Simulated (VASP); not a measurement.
Crystal: TePb.

```
CELL_PARAMETERS angstrom
0.00000 3.26786 3.26786
3.26786 0.00000 3.26786
3.26786 3.26786 0.00000
ATOMIC_POSITIONS crystal
Te 0.50000 0.50000 0.50000
Pb 0.00000 0.00000 0.00000
```

Base run:

```yaml
Program: VASP 6.6.1
Functional: PBE
Potentials_or_basis: VASP PAW PBE potentials, release 64 (Te, Pb_d)
Cutoff: 520 eV
k_mesh: 4 × 4 × 4
Occupations: gaussian, width 0.01 eV
Spin: no spin polarisation
```

Its results: band gap on the k mesh 0.80 eV, direct; pressure 0.6 GPa.

Q: The run is repeated on the same cell with these changes: functional from PBE to r2SCAN; k mesh from 4 × 4 × 4 to 8 × 8 × 8. What comes out?

A: Band gap on the k mesh 1.09 eV, direct; pressure 0.0 GPa.

Several settings changed at once, so the effect can't be laid on one alone.

Caveats: spin-orbit coupling is left out, which moves the levels of the heavy elements; the PAW data sets were made with another functional, which shifts forces and pressure a little (some runs).

A k mesh can miss the band edges.
